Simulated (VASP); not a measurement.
# Au (Fm-3m) in VASP: a series of runs

Au is run at these levels: PBE+D3(BJ); tasks: single point, relaxation of cell and atoms.

Program: VASP 6.6.1. These are calculated values, not measurements. Logs are shortened: lines on timing, memory, paths and dates and some standing lists are left out, and cuts for length are marked.

**1. The cell of the first run**

Symmetry: Fm-3m, No. 225, cubic system. Conventional cell: a = 4.100 Å, b = 4.100 Å, c = 4.100 Å, α = 90.00°, β = 90.00°, γ = 90.00°. Within 3.8 Å of Au (site symmetry m-3m) lie 12 Au at 2.90 Å.

**2. Single point, PBE+D3(BJ)**

Input file INCAR:

```
PREC = Accurate ; ENCUT = 500
EDIFF = 1E-6 ; ISMEAR = 1
SIGMA = 0.15 ; LREAL = F
LASPH = T ; NELM = 120
ALGO = Normal ; ISIF = 2
LWAVE = F ; LCHARG = F
GGA = PE ; IVDW = 12
NBANDS = 12 ; GGA_COMPAT = F
```

Input file KPOINTS:

```
regular mesh
0
Gamma
  13 13 13
```

Input file POSCAR:

```
Au
1.0
    0.0000000000      2.0498805847      2.0498805847
    2.0498805847      0.0000000000      2.0498805847
    2.0498805847      2.0498805847      0.0000000000
Au
1
Direct
    0.0000000000      0.0000000000      0.0000000000
```

Potentials or basis: VASP PAW PBE potentials, release 64 (Au).

Launch:

```
$ cat potpaw_PBE.64/Au/POTCAR > POTCAR
$ mpirun -np 1 vasp_std > vasp.out
```

OUTCAR:

```text
PREC = Accurate
   ENCUT = 500
   EDIFF = 1E-6
   ISMEAR = 1
   LREAL = F
   LASPH = T
   NELM = 120
   ISIF = 2
   GGA = PE
   IVDW = 12
 IVDW          = 12

 ion  position               nearest neighbor table
   1  0.000  0.000  0.000-

  LATTYP: Found a face centered cubic cell.
 ALAT       =     4.0997611694

  Lattice vectors:

 A1 = (   0.0000000000,   2.0498805847,   2.0498805847)
 A2 = (   2.0498805847,   0.0000000000,   2.0498805847)
 A3 = (   2.0498805847,   2.0498805847,   0.0000000000)

Analysis of symmetry for initial positions (statically):
=====================================================================
 Subroutine PRICEL returns:
 Original cell was already a primitive cell.

 Routine SETGRP: Setting up the symmetry group for a
 face centered cubic supercell.

 Subroutine GETGRP returns: Found 48 space group operations
 (whereof 48 operations were pure point group operations)
 out of a pool of 48 trial point group operations.

The static configuration has the point symmetry O_h .

Analysis of symmetry for dynamics (positions and initial velocities):
=====================================================================
 Subroutine PRICEL returns:
 Original cell was already a primitive cell.

 Routine SETGRP: Setting up the symmetry group for a
 face centered cubic supercell.

 Subroutine GETGRP returns: Found 48 space group operations
 (whereof 48 operations were pure point group operations)
 out of a pool of 48 trial point group operations.

The dynamic configuration has the point symmetry O_h .

 Subroutine INISYM returns: Found 48 space group operations
 (whereof 48 operations are pure point group operations),
 and found     1 'primitive' translations

----------------------------------------------------------------------------------------

                                     Primitive cell

  volume of cell :      17.2272

  direct lattice vectors                    reciprocal lattice vectors
     0.000000000  2.049880585  2.049880585    -0.243916648  0.243916648  0.243916648
     2.049880585  0.000000000  2.049880585     0.243916648 -0.243916648  0.243916648
     2.049880585  2.049880585  0.000000000     0.243916648  0.243916648 -0.243916648

  length of vectors
     2.898968924  2.898968924  2.898968924     0.422476026  0.422476026  0.422476026

  position of ions in fractional coordinates (direct lattice)
     0.000000000  0.000000000  0.000000000

  ion indices of the primitive-cell ions
   primitive index   ion index
                 1           1

----------------------------------------------------------------------------------------

 KPOINTS: regular mesh

Automatic generation of k-mesh.
 Grid dimensions read from file:
 generate k-points for:   13   13   13

 Generating k-lattice:

  Cartesian coordinates                     Fractional coordinates (reciprocal lattice)
    -0.018762819  0.018762819  0.018762819     0.076923077  0.000000000  0.000000000
     0.018762819 -0.018762819  0.018762819     0.000000000  0.076923077  0.000000000
     0.018762819  0.018762819 -0.018762819     0.000000000  0.000000000  0.076923077

  Length of vectors
     0.032498156  0.032498156  0.032498156

  Shift w.r.t. Gamma in fractional coordinates (k-lattice)
     0.000000000  0.000000000  0.000000000

 Subroutine IBZKPT returns following result:
 ===========================================

 Found     84 irreducible k-points:

 Following reciprocal coordinates:
            Coordinates               Weight
  0.000000  0.000000  0.000000      1.000000
  0.076923  0.000000  0.000000      8.000000
  0.153846  0.000000  0.000000      8.000000
  0.230769  0.000000  0.000000      8.000000
  0.307692  0.000000  0.000000      8.000000
  0.384615  0.000000  0.000000      8.000000
[... 16 lines left out ...]
  0.384615  0.153846  0.000000     24.000000
  0.461538  0.153846  0.000000     24.000000
 [... further k-points ...]
   k-points           NKPTS =     84   k-points in BZ     NKDIM =     84   number of bands    NBANDS=     12
   number of dos      NEDOS =    301   number of ions     NIONS =      1
   total plane-waves  NPLWV =  13824
   dimension x,y,z NGX =    24 NGY =   24 NGZ =   24
   dimension x,y,z NGXF=    48 NGYF=   48 NGZF=   48
   ions per type =               1
   NGX,Y,Z   is equivalent  to a cutoff of  13.76, 13.76, 13.76 a.u.
   NGXF,Y,Z  is equivalent  to a cutoff of  27.53, 27.53, 27.53 a.u.
 SYSTEM =  unknown system
   PREC   = accura    normal or accurate (medium, high low for compatibility)
   ISTART =      0    job   : 0-new  1-cont  2-samecut
   ICHARG =      2    charge: 1-file 2-atom 10-const
   ISPIN  =      1    spin polarized calculation?
   LNONCOLLINEAR =      F non collinear calculations
   LSORBIT =      F    spin-orbit coupling
   LASPH  =      T    aspherical Exc in radial PAW
   ENCUT  =  500.0 eV  36.75 Ry    6.06 a.u.   5.29  5.29  5.29*2*pi/ulx,y,z
   NELM   =    120;   NELMIN=  2; NELMDL= -5     # of ELM steps
   EDIFF  = 0.1E-05   stopping-criterion for ELM
   LREAL  =      F    real-space projection
   EDIFFG = 0.1E-04   stopping-criterion for IOM
   NSW    =      0    number of steps for IOM
   IBRION =     -1    ionic relax: 0-MD 1-quasi-New 2-CG
   NFREE  =      0    steps in history (QN), initial steepest desc. (CG)
   ISIF   =      2    stress and relaxation
   ISYM   =      2    0-nonsym 1-usesym 2-fastsym
   POTIM  = 0.5000    time-step for ionic-motion
   TEBEG  =    0.0;   TEEND  =   0.0 temperature during run
   PSTRESS=    0.0 pullay stress
   NELECT =      11.0000    total number of electrons
   NUPDOWN=      -1.0000    fix difference up-down
   EMIN   =  10.00;   EMAX   =-10.00  energy-range for DOS
   EFERMI =   0.00;   METHOD = LEGACY
   ISMEAR =     1;   SIGMA  =   0.15  broadening in eV -4-tet -1-fermi 0-gaus
   EFERMI_NEDOS =   21; number of points for ismear=-14 and -15
   IALGO  =     38    algorithm
   IMIX   =      4    mixing-type and parameters
     AMIX     =   0.40;   BMIX     =  1.00
     AMIX_MAG =   1.60;   BMIX_MAG =  1.00
  volume/ion in A,a.u.               =      17.23       116.26
  Fermi-wavevector in a.u.,A,eV,Ry     =   1.409723  2.663990 27.039121  1.987319
  Thomas-Fermi vector in A             =   2.531750
   LORBIT       =      0    0 simple, 1 ext, 2 COOP (PROOUT), +10 PAW based schemes
   GGA     = PE    functional components
   LHFCALC =     F    Hartree Fock is set to
   AEXX    =    0.0000 exact exchange contribution
   IVDW    =    12    specifies the selected vdW correction
   LEPSILON=     F    determine dielectric tensor
   LRPA    =     F    only Hartree local field effects (RPA)
 non-spin polarized calculation
 Methfessel and Paxton  Order N= 1 SIGMA  =   0.15
  energy-cutoff  :      500.00
  volume of cell :       17.23
 maximum number of plane-waves:       447
 NGX is ok and might be reduce to    24
   NGX = 11   NGY = 11   NGZ = 11

 number of electron      11.0000000 magnetization

 Free energy of the ion-electron system (eV)
  ---------------------------------------------------
  ext. energy  EPLUGINS =         0.00000000
  ---------------------------------------------------
  free energy    TOTEN  =        -3.20877751 eV

  energy without entropy =       -3.20863452  energy(sigma->0) =       -3.20872985

 E-fermi :   9.3805     XC(G=0): -12.6538

 val. band max:        9.3579376928   @ k =   0.4615   0.3077   0.0000
 cond. band min:       9.3929877398   @ k =   0.4615   0.3846   0.0000
 fundamental gap:      0.0350500470
 Fermi energy:         9.3805450349

 k-point     1 :       0.0000    0.0000    0.0000
  band No.  band energies     occupation
      1      -0.4477      2.00000
      2       4.6540      2.00000
      3       4.6540      2.00000
      4       4.6540      2.00000
      5       6.1389      2.00000
      6       6.1389      2.00000
      7      23.8310      0.00000
      8      27.7689      0.00000
      9      27.7689      0.00000
     10      27.7689      0.00000
     11      32.6393      0.00000
     12      37.1561      0.00000

 k-point     2 :       0.0769    0.0000    0.0000
  band No.  band energies     occupation
      1      -0.2440      2.00000
      2       4.5895      2.00000
      3       4.7224      2.00000
      4       4.7224      2.00000
      5       6.1091      2.00000
      6       6.1091      2.00000
      7      24.0600      0.00000
      8      26.5272      0.00000
      9      28.0065      0.00000
     10      28.0065      0.00000
     11      33.4568      0.00000
     12      35.4198      0.00000

 k-point     3 :       0.1538    0.0000    0.0000
  band No.  band energies     occupation
      1       0.3332      2.00000
      2       4.4572      2.00000
      3       4.8722      2.00000
      4       4.8722      2.00000
      5       6.0812      2.00000
      6       6.0812      2.00000
      7      23.8264      0.00000
      8      24.9001      0.00000
      9      28.6269      0.00000
     10      28.6269      0.00000
     11      31.8473      0.00000
     12      34.0732      0.00000

 k-point     4 :       0.2308    0.0000    0.0000
  band No.  band energies     occupation
      1       1.1377      2.00000
      2       4.4620      2.00000
      3       4.9389      2.00000
      4       4.9389      2.00000
      5       6.2255      2.00000
      6       6.2255      2.00000
      7      21.1392      0.00000
      8      24.9660      0.00000
      9      29.1558      0.00000
     10      29.1558      0.00000
     11      30.8862      0.00000
     12      32.4143      0.00000

 k-point     5 :       0.3077    0.0000    0.0000
  band No.  band energies     occupation
      1       1.8021      2.00000
      2       4.8488      2.00000
      3       4.8488      2.00000
      4       5.0175      2.00000
      5       6.5950      2.00000
      6       6.5950      2.00000
      7      18.1162      0.00000
      8      24.4020      0.00000
      9      28.4511      0.00000
     10      28.4511      0.00000
     11      31.7902      0.00000
     12      32.3962      0.00000
[... 228 lines left out ...]
      1       1.2391      2.00000
      2       3.9491      2.00000
      3       5.1528      2.00000
      4       5.3383      2.00000
      5       5.7278      2.00000
      6       6.5123      2.00000
      7      23.5633      0.00000
      8      25.5469      0.00000
      9      25.8250      0.00000
     10      27.2679      0.00000
     11      29.7813      0.00000
     12      33.8433      0.00000

 k-point    22 :       0.3077    0.1538    0.0000
  band No.  band energies     occupation
      1       2.0056      2.00000
      2       3.9079      2.00000
      3       4.8610      2.00000
      4       5.3855      2.00000
      5       6.4127      2.00000
      6       6.8021      2.00000
      7      20.5350      0.00000
      8      25.1612      0.00000
      9      25.2551      0.00000
     10      27.1103      0.00000
     11      30.3813      0.00000
     12      33.7886      0.00000

 k-point    23 :       0.3846    0.1538    0.0000
  band No.  band energies     occupation
      1       2.4877      2.00000
      2       4.2974      2.00000
      3       4.6205      2.00000
      4       5.2871      2.00000
      5       7.1494      2.00000
      6       7.4793      2.00000
      7      17.4070      0.00000
      8      24.3595      0.00000
      9      24.6565      0.00000
     10      26.2902      0.00000
     11      32.6696      0.00000
     12      33.9005      0.00000

 k-point    24 :       0.4615    0.1538    0.0000
  band No.  band energies     occupation
      1       2.5946      2.00000
      2       4.3478      2.00000
      3       5.1439      2.00000
      4       5.1548      2.00000
      5       7.3516      2.00000
      6       8.9756      2.00091
      7      14.4887      0.00000
      8      23.4538      0.00000
      9      24.5476      0.00000
     10      25.4146      0.00000
     11      34.1279      0.00000
     12      34.9933      0.00000

 [... further k-points ...]

------------------------ aborting loop because EDIFF is reached ----------------------------------------

 Edisp (eV)   -0.65806

 E8    (eV) :    -0.2957

  FORCE on cell =-STRESS in cart. coord.  units (eV):
  Direction    XX          YY          ZZ          XY          YZ          ZX
  --------------------------------------------------------------------------------------
  -------------------------------------------------------------------------------------
  Total      -0.03216    -0.03216    -0.03216    -0.00000    -0.00000    -0.00000
  in kB      -2.99137    -2.99137    -2.99137    -0.00000    -0.00000    -0.00000
  external pressure =       -2.99 kB  Pullay stress =        0.00 kB

 VOLUME and BASIS-vectors are now :
 -----------------------------------------------------------------------------
  energy-cutoff  :      500.00
  volume of cell :       17.23
      direct lattice vectors                 reciprocal lattice vectors
     0.000000000  2.049880585  2.049880585    -0.243916648  0.243916648  0.243916648
     2.049880585  0.000000000  2.049880585     0.243916648 -0.243916648  0.243916648
     2.049880585  2.049880585  0.000000000     0.243916648  0.243916648 -0.243916648

 POSITION                                       TOTAL-FORCE (eV/Angst)
 -----------------------------------------------------------------------------------
      0.00000      0.00000      0.00000        -0.000000      0.000000     -0.000000
 -----------------------------------------------------------------------------------
    total drift:                               -0.000000     -0.000000     -0.000000

  FREE ENERGIE OF THE ION-ELECTRON SYSTEM (eV)
  ---------------------------------------------------
  free  energy   TOTEN  =        -3.8668354021 eV

  energy  without entropy=       -3.8666924118  energy(sigma->0) =       -3.86678774
```

Wall time 15 s (1 thread of AMD EPYC 7R13 (Zen 3), shared host); peak memory 0.13 GiB.

What came out:

* Free energy: -3.8668 eV
* Pressure: -0.3 GPa
* Band gap on the k mesh: zero (an odd number of electrons rules out a gap without spin polarisation)
* Dispersion energy per atom: -0.658 eV

Caveat: spin-orbit coupling is left out, which moves the levels of the heavy elements.

**3. Relaxation of cell and atoms, PBE+D3(BJ)**

This run uses another cell than the first one, of 16.85 Å³/atom.

Input file INCAR:

```
PREC = Accurate
ENCUT = 500
EDIFF = 1E-7
ISMEAR = 1
SIGMA = 0.15
LREAL = F
LASPH = T
NELM = 120
ALGO = Normal
ISIF = 3
LWAVE = F
LCHARG = F
GGA = PE
IVDW = 12
IBRION = 2
NSW = 80
EDIFFG = -0.03
GGA_COMPAT = F
NELMIN = 4
```

KPOINTS is that of step 2.

Input file POSCAR:

```
Au
1.0
    0.0000000000      2.0350000000      2.0350000000
    2.0350000000      0.0000000000      2.0350000000
    2.0350000000      2.0350000000      0.0000000000
Au
1
Direct
    0.0000000000      0.0000000000      0.0000000000
```

Potentials or basis: VASP PAW PBE potentials, release 64 (Au).

Launch:

```
$ cat potpaw_PBE.64/Au/POTCAR > POTCAR
$ mpirun -np 1 vasp_std > vasp.out
```

OUTCAR:

```text
PREC = Accurate
   ENCUT = 500
   EDIFF = 1E-7
   ISMEAR = 1
   LREAL = F
   LASPH = T
   NELM = 120
   ISIF = 3
   GGA = PE
   IVDW = 12
   IBRION = 2
   NSW = 80
   EDIFFG = -0.03
   NELMIN = 4
 IVDW          = 12

 ion  position               nearest neighbor table
   1  0.000  0.000  0.000-

  LATTYP: Found a face centered cubic cell.
 ALAT       =     4.0700000000

  Lattice vectors:

 A1 = (   0.0000000000,   2.0350000000,   2.0350000000)
 A2 = (   2.0350000000,   0.0000000000,   2.0350000000)
 A3 = (   2.0350000000,   2.0350000000,   0.0000000000)

Analysis of symmetry for initial positions (statically):
=====================================================================
 Subroutine PRICEL returns:
 Original cell was already a primitive cell.

 Routine SETGRP: Setting up the symmetry group for a
 face centered cubic supercell.

 Subroutine GETGRP returns: Found 48 space group operations
 (whereof 48 operations were pure point group operations)
 out of a pool of 48 trial point group operations.

The static configuration has the point symmetry O_h .

Analysis of symmetry for dynamics (positions and initial velocities):
=====================================================================
 Subroutine PRICEL returns:
[... 148 lines left out ...]

 number of electron      10.9999999 magnetization

 Free energy of the ion-electron system (eV)
  ---------------------------------------------------
  ext. energy  EPLUGINS =         0.00000000
  ---------------------------------------------------
  free energy    TOTEN  =        -3.18975972 eV

  energy without entropy =       -3.18938585  energy(sigma->0) =       -3.18963510

------------------------ aborting loop because EDIFF is reached ----------------------------------------

 Edisp (eV)   -0.67316

 E8    (eV) :    -0.3026
[... 69 lines left out ...]
--------------------------------------- Ionic step        3  -------------------------------------------

 number of electron      11.0000000 magnetization

 Free energy of the ion-electron system (eV)
  ---------------------------------------------------
  ext. energy  EPLUGINS =         0.00000000
  ---------------------------------------------------
  free energy    TOTEN  =        -3.20739977 eV

  energy without entropy =       -3.20724063  energy(sigma->0) =       -3.20734672

 E-fermi :   9.4067     XC(G=0): -12.6636

 val. band max:        9.3853438765   @ k =   0.4615   0.3077   0.0000
 cond. band min:       9.4183675235   @ k =   0.4615   0.3846   0.0000
 fundamental gap:      0.0330236470
 Fermi energy:         9.4067181623

 k-point     1 :       0.0000    0.0000    0.0000
  band No.  band energies     occupation
      1      -0.4379      2.00000
      2       4.6723      2.00000
      3       4.6723      2.00000
      4       4.6723      2.00000
      5       6.1616      2.00000
      6       6.1616      2.00000
      7      23.8559      0.00000
      8      27.8033      0.00000
      9      27.8033      0.00000
[... 265 lines left out ...]
 k-point    24 :       0.4615    0.1538    0.0000
  band No.  band energies     occupation
      1       2.6078      2.00000
      2       4.3649      2.00000
      3       5.1626      2.00000
      4       5.1744      2.00000
      5       7.3777      2.00000
      6       9.0024      2.00092
      7      14.5230      0.00000
      8      23.4879      0.00000
      9      24.5874      0.00000

 [... further k-points ...]

------------------------ aborting loop because EDIFF is reached ----------------------------------------

 Edisp (eV)   -0.65918

 E8    (eV) :    -0.2962
[... 24 lines left out ...]
  FREE ENERGIE OF THE ION-ELECTRON SYSTEM (eV)
  ---------------------------------------------------
  free  energy   TOTEN  =        -3.8665748349 eV

  energy  without entropy=       -3.8664157032  energy(sigma->0) =       -3.86652179

 reached required accuracy - stopping structural energy minimisation
```

OSZICAR:

```text
N       E                     dE             d eps       ncg     rms          rms(c)
DAV:   1     0.411804762288E+02    0.41180E+02   -0.57313E+03  1680   0.106E+03
DAV:   2    -0.312875728887E+01   -0.44309E+02   -0.41467E+02  1574   0.195E+02
DAV:   3    -0.345853871724E+01   -0.32978E+00   -0.32961E+00  1809   0.180E+01
[... 22 lines left out ...]
DAV:   4    -0.320741864174E+01   -0.11465E-03   -0.12276E-03  1616   0.306E-01    0.947E-02
DAV:   5    -0.320739637893E+01    0.22263E-04   -0.25063E-05  1558   0.542E-02    0.833E-03
DAV:   6    -0.320739964816E+01   -0.32692E-05   -0.80470E-07  1663   0.815E-03    0.924E-04
DAV:   7    -0.320739980474E+01   -0.15658E-06   -0.39842E-08  1012   0.217E-03    0.186E-04
DAV:   8    -0.320739976579E+01    0.38949E-07   -0.30623E-09   758   0.480E-04
   3 F= -.38665748E+01 E0= -.38665218E+01  d E =-.365145E-02
```

Wall time 24 s (1 thread of AMD EPYC 7R13 (Zen 3), shared host); peak memory 0.13 GiB.

Results:

* Free energy: -3.8666 eV
* Relaxed volume: 17.20 Å³/atom
* Relaxed cell: a = 2.897 Å, b = 2.897 Å, c = 2.897 Å, α = 60.00°, β = 60.00°, γ = 60.00°
* Space group after relaxing (to 0.1 Å): Fm-3m (No. 225)
* Energy gained by relaxing: 3.7 meV/atom
* Ionic steps: 3
* Pressure after relaxing: 0.0 GPa
* Band gap on the k mesh: zero (an odd number of electrons rules out a gap without spin polarisation)
* Dispersion energy per atom: -0.659 eV

The path:
| step | energy change (eV) | largest force (eV/Å) | pressure (GPa) | volume (Å³) |
| --- | --- | --- | --- | --- |
| 1 | 0.0000 | 0.0000 | 3.52 | 16.85 |
| 2 | 0.0056 | 0.0000 | -4.92 | 17.77 |
| 3 | -0.0037 | 0.0000 | -0.02 | 17.20 |

Final structure:
```
Au
1.0
     0.00000    2.04876    2.04876
     2.04876    0.00000    2.04876
     2.04876    2.04876    0.00000
Au
1
Direct
  0.00000 0.00000 0.00000
```

Caveat: spin-orbit coupling is left out, which moves the levels of the heavy elements.
